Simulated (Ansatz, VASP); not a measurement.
**Ga3O2: VASP beside Ansatz**

File INCAR:

```
SYSTEM = Ga3O2
PREC     = Accurate       ! precision mode
ENCUT    = 520            ! plane-wave cutoff, eV
EDIFF    = 1E-6           ! SCF threshold, eV
ISMEAR   = 0              ! smearing method
SIGMA    = 0.1            ! smearing width, eV
LREAL    = .False.        ! projectors in reciprocal space
LASPH    = .True.         ! aspherical terms in the spheres
NELM     = 60             ! most SCF steps
ALGO     = Normal         ! electronic algorithm
ISIF     = 2              ! what is computed and relaxed
LWAVE    = .False.        ! write WAVECAR
LCHARG   = .False.        ! write CHGCAR
GGA      = PE             ! functional
NBANDS   = 34             ! bands
```

KPOINTS

```
Automatic mesh
0
Gamma
  12 12 12
  0 0 0
```

File POSCAR:

```
Ga3O2
1.0
    2.1731625841      1.2546760029      4.8004552214
   -2.1731625841      1.2546760029      4.8004552214
    0.0000000000     -2.5093520058      4.8004552214
Ga O
3 2
Direct
    0.5877409580      0.5877409580      0.5877409580
    0.4122590420      0.4122590420      0.4122590420
    0.0000000000      0.0000000000      0.0000000000
    0.2754033725      0.2754033725      0.2754033725
    0.7245966275      0.7245966275      0.7245966275
```

Input for Ansatz:

```yaml
crystal:
  lattice:
    - [2.1731625841, 1.2546760029, 4.8004552214]
    - [-2.1731625841, 1.2546760029, 4.8004552214]
    - [0.0, -2.5093520058, 4.8004552214]
  atoms:
    - { symbol: Ga, position: [0.587740958, 0.587740958, 0.587740958] }
    - { symbol: Ga, position: [0.412259042, 0.412259042, 0.412259042] }
    - { symbol: Ga, position: [0.0, 0.0, 0.0] }
    - { symbol: O, position: [0.2754033725, 0.2754033725, 0.2754033725] }
    - { symbol: O, position: [0.7245966275, 0.7245966275, 0.7245966275] }
basis:
  ecutwfc: 420
kpoints:
  mp_grid: { grid: [12, 12, 12] }
  band_path:
    path:
      - [[0.0, 0.0, 0.0], [0.5, 0.5, 0.5], [0.78779186, 0.21220814, 0.5]]
      - [[0.5, -0.21220814, 0.21220814], [0.5, 0.0, 0.0], [0.0, 0.0, 0.0], [0.35610407, -0.35610407, 0.0]]
      - [[0.64389593, 0.0, 0.35610407], [0.5, 0.0, 0.5], [0.0, 0.0, 0.0]]
    npoints: 14
hamiltonian:
  xc: pbe
scf:
  occupations: { method: gaussian, width: 0.1 }
  n_extra_bands: 12
output:
  forces: true
  stress: true
  eigenvalues: true
  populations: true
  dos: { projected: true, de: 0.02, nscf_kmesh: { grid: [15, 15, 15] } }
  bader: true
  write_density: true
  write_potential: true
  elf: true
  volumetric_format: npy
```

Alike in both runs: task single point; functional PBE; k mesh 12 × 12 × 12; occupations gaussian, width 0.1 eV; no spin polarisation.

|  | VASP | Ansatz |
| --- | --- | --- |
| version | VASP 6.6.1 | Ansatz 0.2.0 |
| potentials or method | VASP PAW PBE potentials, release 64 (Ga_d, O), cutoff 520 eV | scalar-relativistic, plane waves, PAW |
| valence electrons in the cell | 51 | 51 |

```tsv
	VASP	Ansatz	Ansatz less VASP
gap on the k mesh at the Fermi level (eV)	none	none	-
pressure (GPa)	0.2	0.0	-0.23
traceless stress, the component that is largest in VASP (GPa)	0.32	0.01	-0.314
rms of the force components (eV/Å)	0.035	0.000	-0.0346
```

Atom by atom the forces differ by 0.035 eV/Å (rms over components). A gap of «none» marks a metal or a gap that the smearing closes. With one functional, cell and mesh, what is left measures potentials, basis and numerics.
